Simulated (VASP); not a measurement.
# Al4Co (Pm-3m) in VASP: notebook, part 2 of 2

VASP 6.6.1. Earlier steps stand in the parts before.

**3. Single point, PBE**

This run uses another cell than the first one, of 18.30 Å³/atom.

Contents of INCAR:

```
SYSTEM = Al4Co
PREC = Accurate
ENCUT = 520
EDIFF = 1E-6
ISMEAR = 0
SIGMA = 0.1
LREAL = .FALSE.
LASPH = .TRUE.
NELM = 80
ALGO = Normal
ISIF = 2
LWAVE = .FALSE.
LCHARG = .TRUE.
GGA = PE
LELF = .TRUE.
LVHAR = .TRUE.
NBANDS = 18
```

Contents of KPOINTS:

```
Automatic mesh
0
G
  8 8 8
  0 0 0
```

Contents of POSCAR:

```
Al4Co
1.0
    4.5065589430      0.0000000000      0.0000000000
    0.0000000000      4.5065589430      0.0000000000
    0.0000000000      0.0000000000      4.5065589430
Al Co
4 1
Direct
    0.5000000000      0.0000000000      0.0000000000
    0.0000000000      0.5000000000      0.0000000000
    0.0000000000      0.0000000000      0.5000000000
    0.5000000000      0.5000000000      0.5000000000
    0.0000000000      0.0000000000      0.0000000000
```

Potentials or basis: VASP PAW PBE potentials, release 64 (Al, Co).

Launch:

```console
cat potpaw_PBE.64/Al/POTCAR potpaw_PBE.64/Co/POTCAR > POTCAR
mpirun -np 1 vasp_std > vasp.out
```

Wall time 24 s (1 thread of Intel Xeon 6975P-C (Granite Rapids), shared host); peak memory 0.22 GiB.

Results (log left out):

```yaml
Free_energy: -21.7149 eV
Pressure: -0.1 GPa
Band_gap_on_the_k_mesh: zero (an odd number of electrons rules out a gap without spin polarisation)
```

Levels at points of the mesh, in eV from the Fermi level:
```csv
k point,band 8,band 9,band 10,band 11,band 12,band 13
"(0.00, 0.00, 0.00)",-1.79,-1.79,-1.79,0.40,0.40,3.45
"(0.50, 0.00, 0.00)",-1.19,-1.19,-0.97,0.41,0.53,0.61
"(0.50, 0.50, 0.00)",-2.18,-1.46,0.11,1.07,1.42,1.42
"(0.50, 0.50, 0.50)",-4.14,-2.17,-2.17,-0.55,-0.55,-0.55
```

Caveat: the run has no spin polarisation, though such a crystal can be magnetic. Spin polarisation is off, so any magnetic state and its effect on volume and gap are missing.

**4. Single point, PBE, collinear spin, ferromagnetic start**

This run uses another cell than the first one, of 18.24 Å³/atom.

Contents of INCAR:

```
SYSTEM = Al4Co
ALGO = Normal ; EDIFF = 1E-6
ENCUT = 520 ; GGA = PE
ISIF = 2 ; ISMEAR = 0
ISPIN = 2 ; LASPH = .TRUE.
LCHARG = .TRUE. ; LELF = .TRUE.
LMAXMIX = 4 ; LORBIT = 11
LREAL = .FALSE. ; LVHAR = .TRUE.
LWAVE = .FALSE. ; MAGMOM = 0 0 0 0 3
NBANDS = 22 ; NELM = 150
PREC = Accurate ; SIGMA = 0.1
```

Contents of KPOINTS:

```
k-points
0
G
  4 4 4
  0 0 0
```

POSCAR: that of step 3 with these lines changed.

```diff
@@ -2,5 +2,5 @@
 1.0
-    4.5065589430      0.0000000000      0.0000000000
-    0.0000000000      4.5065589430      0.0000000000
-    0.0000000000      0.0000000000      4.5065589430
+    4.5009466086      0.0000000000      0.0000000000
+    0.0000000000      4.5009466086      0.0000000000
+    0.0000000000      0.0000000000      4.5009466086
 Al Co
```

Launch:

```console
cat potpaw_PBE.64/Al/POTCAR potpaw_PBE.64/Co/POTCAR > POTCAR
mpirun -np 1 vasp_std > vasp.out
```

Run time: 21 s. Hardware: 1 thread of Intel Xeon 6975P-C (Granite Rapids), shared host; peak memory 0.24 GiB.

The run converged. Its results:

- Free energy: -21.6973 eV
- Pressure: 0.2 GPa
- Net moment: 0.00 μB per cell
- Valence electrons inside the program's atomic spheres: Al 0.78, 0.74 (each value once); Co 8.76

Levels at points of the mesh, in eV from the Fermi level:
Spin up:
```tsv
k point	band 6	band 7	band 8	band 9	band 10	band 11	band 12	band 13	band 14	band 15
(0.00, 0.00, 0.00)	-2.65	-2.43	-1.79	-1.79	-1.79	0.41	0.41	3.47	3.47	3.47
(0.50, 0.00, 0.00)	-2.37	-1.75	-1.19	-1.19	-0.95	0.41	0.53	0.62	0.62	1.77
(0.50, 0.50, 0.00)	-2.19	-2.18	-2.18	-1.45	0.11	1.07	1.43	1.43	2.27	2.45
(0.50, 0.50, 0.50)	-4.14	-4.14	-4.14	-2.17	-2.17	-0.54	-0.54	-0.54	8.48	8.48
```
Spin down:
```csv
k point,band 6,band 7,band 8,band 9,band 10,band 11,band 12,band 13,band 14,band 15
"(0.00, 0.00, 0.00)",-2.65,-2.43,-1.79,-1.79,-1.79,0.41,0.41,3.47,3.47,3.47
"(0.50, 0.00, 0.00)",-2.37,-1.75,-1.19,-1.19,-0.95,0.41,0.53,0.62,0.62,1.77
"(0.50, 0.50, 0.00)",-2.19,-2.18,-2.18,-1.45,0.11,1.07,1.43,1.43,2.27,2.45
"(0.50, 0.50, 0.50)",-4.14,-4.14,-4.14,-2.17,-2.17,-0.54,-0.54,-0.54,8.48,8.48
```

**5. Single point, PBE**

This run uses another cell than the first one: it holds 10 atoms, not 5.

Contents of INCAR:

```
PREC = Accurate
ENCUT = 520
EDIFF = 1E-7
ISMEAR = 0
SIGMA = 0.2
LREAL = False
LASPH = True
NELM = 60
ALGO = Fast
ISIF = 2
LWAVE = False
LCHARG = False
GGA = PE
NBANDS = 32
```

Contents of KPOINTS:

```
Automatic mesh
0
Gamma
  6 6 4
```

Contents of POSCAR:

```
Al4Co
1.0
    4.5065589430      0.0000000000      0.0000000000
    0.0000000000      4.5065589430      0.0000000000
    0.0000000000      0.0000000000      9.0131178859
Al Co
8 2
Direct
    0.5000000000      0.0000000000      0.5000000000
    0.5000000000      0.0000000000      0.0000000000
    0.0000000000      0.5000000000      0.5000000000
    0.0000000000      0.5000000000      0.0000000000
    1.0000000000      0.0000000000      0.2500000000
    1.0000000000      0.0000000000      0.7500000000
    0.5000000000      0.5000000000      0.2500000000
    0.5000000000      0.5000000000      0.7500000000
    0.0000000000      0.0000000000      0.0000000000
    0.0000000000      0.0000000000      0.5000000000
```

Potentials or basis: VASP PAW PBE potentials, release 64 (Al, Co).

Launch:

```console
cat potpaw_PBE.64/Al/POTCAR potpaw_PBE.64/Co/POTCAR > POTCAR
mpirun -np 1 vasp_std > vasp.out
```

OUTCAR:

```text
PREC = Accurate
   ENCUT = 520
   EDIFF = 1E-7
   ISMEAR = 0
   LREAL = False
   LASPH = True
   NELM = 60
   ISIF = 2
   GGA = PE

 ion  position               nearest neighbor table
   1  0.500  0.000  0.500-  10 2.25  10 2.25   7 3.19   8 3.19   5 3.19   7 3.19   8 3.19   5 3.19
                             6 3.19   6 3.19   3 3.19   3 3.19   3 3.19   3 3.19
   2  0.500  0.000  0.000-   9 2.25   9 2.25   7 3.19   8 3.19   5 3.19   7 3.19   8 3.19   5 3.19
                             6 3.19   6 3.19   4 3.19   4 3.19   4 3.19   4 3.19
   3  0.000  0.500  0.500-  10 2.25  10 2.25   7 3.19   8 3.19   5 3.19   5 3.19   6 3.19   6 3.19
                             7 3.19   8 3.19   1 3.19   1 3.19   1 3.19   1 3.19
   4  0.000  0.500  0.000-   9 2.25   9 2.25   7 3.19   8 3.19   5 3.19   5 3.19   6 3.19   6 3.19
                             7 3.19   8 3.19   2 3.19   2 3.19   2 3.19   2 3.19
   5  0.000  0.000  0.250-   9 2.25  10 2.25   3 3.19   4 3.19   1 3.19   2 3.19   3 3.19   4 3.19
                             1 3.19   2 3.19   7 3.19   7 3.19   7 3.19   7 3.19
   6  0.000  0.000  0.750-   9 2.25  10 2.25   3 3.19   4 3.19   1 3.19   2 3.19   3 3.19   4 3.19
                             1 3.19   2 3.19   8 3.19   8 3.19   8 3.19   8 3.19
[... 1064 lines left out ...]
     32      10.1641      0.00000

 [... further k-points ...]

------------------------ aborting loop because EDIFF is reached ----------------------------------------

  FORCE on cell =-STRESS in cart. coord.  units (eV):
  Direction    XX          YY          ZZ          XY          YZ          ZX
  --------------------------------------------------------------------------------------
  -------------------------------------------------------------------------------------
  Total       -0.0935344     -0.0935344     -0.1838774      0.0000000      0.0000000      0.0000000
  in kB       -0.8186849     -0.8186849     -1.6094359      0.0000000      0.0000000      0.0000000
  external PRESSURE =      -1.0822686 kB  Pullay stress =       0.0000000 kB

 VOLUME and BASIS-vectors are now :
 -----------------------------------------------------------------------------
  energy-cutoff  :      520.00
  volume of cell :      183.05
      direct lattice vectors                 reciprocal lattice vectors
     4.506558943  0.000000000  0.000000000     0.221898795  0.000000000  0.000000000
     0.000000000  4.506558943  0.000000000     0.000000000  0.221898795  0.000000000
     0.000000000  0.000000000  9.013117886     0.000000000  0.000000000  0.110949398

 POSITION                                       TOTAL-FORCE (eV/Angst)
 -----------------------------------------------------------------------------------
      2.25328      0.00000      4.50656        -0.000000      0.000000     -0.000000
      2.25328      0.00000      0.00000        -0.000000      0.000000     -0.000000
      0.00000      2.25328      4.50656         0.000000     -0.000000     -0.000000
      0.00000      2.25328      0.00000         0.000000     -0.000000     -0.000000
      0.00000      0.00000      2.25328         0.000000      0.000000     -0.000000
      0.00000      0.00000      6.75984         0.000000      0.000000     -0.000000
      2.25328      2.25328      2.25328         0.000000      0.000000      0.000000
      2.25328      2.25328      6.75984         0.000000      0.000000     -0.000000
      0.00000      0.00000      0.00000        -0.000000      0.000000     -0.000000
      0.00000      0.00000      4.50656        -0.000000      0.000000     -0.000000
 -----------------------------------------------------------------------------------
    total drift:                                0.000000     -0.000000      0.000000

  FREE ENERGIE OF THE ION-ELECTRON SYSTEM (eV)
  ---------------------------------------------------
  free  energy   TOTEN  =       -43.4638664612 eV

  energy  without entropy=      -43.3649032620  energy(sigma->0) =      -43.41438486
```

stdout:

```text
POSCAR found type information on POSCAR AlCo
 POSCAR found :  2 types and      10 ions
 scaLAPACK will be used
 LDA part: xc-table for (Slater+PW92), standard interpolation
 POSCAR, INCAR and KPOINTS ok, starting setup
 FFT: planning ... GRIDC
 FFT: planning ... GRID_SOFT
 FFT: planning ... GRID
 WAVECAR not read
 entering main loop
```

Wall time 1.9 min (1 thread of Intel Xeon 6975P-C (Granite Rapids), shared host); peak memory 0.36 GiB.

What came out:

```yaml
Free_energy: -43.4639 eV
Pressure: -0.1 GPa
Band_gap_on_the_k_mesh: zero (bands 21 and 22 overlap by 1.17 eV)
```

Levels at points of the mesh, in eV from the Fermi level:
| k point | band 18 | band 19 | band 20 | band 21 | band 22 | band 23 |
| --- | --- | --- | --- | --- | --- | --- |
| (0.00, 0.00, 0.00) | -1.15 | -1.15 | -0.92 | 0.45 | 0.45 | 0.45 |
| (0.50, 0.00, 0.00) | -1.15 | -0.92 | 0.15 | 0.45 | 0.58 | 0.66 |
| (0.50, 0.50, 0.00) | -2.13 | -1.41 | -0.50 | -0.50 | -0.50 | 0.15 |
| (0.00, 0.00, 0.50) | -1.56 | -1.14 | -1.14 | 0.49 | 0.49 | 1.78 |
| (0.50, 0.00, 0.50) | -1.31 | -0.53 | -0.53 | 0.53 | 0.53 | 0.81 |
| (0.50, 0.50, 0.50) | -2.14 | -1.67 | -1.67 | -0.27 | -0.27 | -0.07 |

Caveat: the run has no spin polarisation, though such a crystal can be magnetic. Spin polarisation is off, so any magnetic state and its effect on volume and gap are missing.
